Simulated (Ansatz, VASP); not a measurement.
Two plane-wave programs on BeTe

Contents of POSCAR:

```
BeTe
1.0
    0.0000000000      2.7902133100      2.7902133100
    2.7902133100      0.0000000000      2.7902133100
    2.7902133100      2.7902133100      0.0000000000
Be Te
1 1
Direct
    0.0000000000      0.0000000000      0.0000000000
    0.2500000000      0.2500000000      0.2500000000
```

The input INCAR.step1:

```
  PREC = Accurate
  ENCUT = 520
  ISMEAR = -1
  SIGMA = 0.02
  LREAL = False
  LASPH = True
  NELM = 80
  GGA = PE
  ALGO = Normal
  EDIFF = 1E-4
  LWAVE = True
  LCHARG = False
```

File INCAR.step2:

```
  PREC = Accurate
  ENCUT = 520
  EDIFF = 1E-7
  ISMEAR = -1
  SIGMA = 0.02
  LREAL = False
  LASPH = True
  NELM = 80
  ALGO = Normal
  ISIF = 2
  LWAVE = False
  LCHARG = False
  METAGGA = R2SCAN
  LMIXTAU = True
  IBRION = 2
  NSW = 50
  EDIFFG = -0.01
  ISTART = 1
```

KPOINTS

```
Automatic mesh
0
Gamma
  8 8 8
```

Input for Ansatz:

```yaml
crystal:
  lattice:
    - [0.0, 2.79021331, 2.79021331]
    - [2.79021331, 0.0, 2.79021331]
    - [2.79021331, 2.79021331, 0.0]
  atoms:
    - { symbol: Be, position: [0.0, 0.0, 0.0] }
    - { symbol: Te, position: [0.25, 0.25, 0.25] }
  symmetry: { tolerance: 0.0003 }
hamiltonian:
  xc: r2scan
  pseudopotentials: { kind: paw, azcp: { folder: soft_1 } }
basis:
  ecutwfc: 500
magnetization:
  spin_polarized: false
scf:
  occupations: { method: fermi_dirac, width: 0.02 }
kpoints:
  mp_grid: { grid: [8, 8, 8], shift: [0, 0, 0] }
  band_path:
    path:
      - [0.0, 0.0, 0.0]
      - [-0.5, -0.5, 0.0]
      - [-0.375, -0.375, 0.25]
      - [-0.375, 0.0, 0.375]
      - [0.0, 0.0, 0.0]
      - [0.0, 0.0, 0.5]
      - [-0.5, -0.25, 0.25]
      - [-0.5, -0.5, 0.0]
    npoints: 10
output:
  forces: true
  stress: true
  eigenvalues: true
  write_potential: true
  elf: true
  volumetric_format: npy
  dos: { e_range: [-12, 8], de: 0.05 }
relax:
  max_steps: 30
```

Alike in both runs: task relaxation of the atoms; functional r2SCAN; k mesh 8 × 8 × 8; occupations fermi-dirac, width 0.02 eV; no spin polarisation.

|  | VASP | Ansatz |
| --- | --- | --- |
| version | VASP 6.6.1 | Ansatz 0.2.0 |
| potentials or method | VASP PAW PBE potentials, release 64 (Be, Te), cutoff 520 eV | PAW plane waves |
| valence electrons in the cell | 8 | 18 |

Ansatz gave:

```
gap on the k mesh at the Fermi level, each at its own relaxed structure (eV) : 2.28
```

Estimate VASP's values.

gap on the k mesh at the Fermi level, each at its own relaxed structure (eV): 2.27.

VASP's potentials were made for PBE, not for r2SCAN. VASP's potentials hold 8 valence electrons a cell and Ansatz's 18, so a difference there can come from the potentials and not from the codes. Ansatz's warnings: stress scf threshold loose.

Spin-orbit coupling is off throughout. Noted on VASP's run: the relaxation stopped at its first step, so nothing moved.
